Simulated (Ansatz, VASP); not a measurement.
**W: VASP beside Ansatz**

```
CELL_PARAMETERS angstrom
-1.56768 1.56768 1.56768
1.56768 -1.56768 1.56768
1.56768 1.56768 -1.56768
ATOMIC_POSITIONS crystal
W 0.00000 0.00000 0.00000
```

Alike in both runs: functional LDA; k mesh 32 × 32 × 32; occupations gaussian, width 0.3 eV; no spin polarisation.

Ansatz relaxed the structure, and its values are those at the end. VASP's run is a single point on that final structure, the one shown.

```csv
,VASP,Ansatz
version,VASP 6.6.1,Ansatz 0.2.0
potentials or method,"VASP PAW LDA potentials, release 64 (W_sv)","scalar-relativistic, plane waves, PAW"
plane-wave cutoff (eV),520,420
valence electrons in the cell,14,14
```

VASP gave:

| Property | Result |
| --- | --- |
| gap on the k mesh at the Fermi level (eV) | none |
| pressure (GPa) | 1.9 |

**Question.** Estimate Ansatz's values.

**Answer.** gap on the k mesh at the Fermi level (eV): none; pressure (GPa): 0.0.

LDA's correlation is that of Perdew and Zunger in VASP and of Perdew and Wang (1992) in Ansatz. A gap of «none» marks a metal or a gap that the smearing closes.

Neither program's run includes spin-orbit coupling.
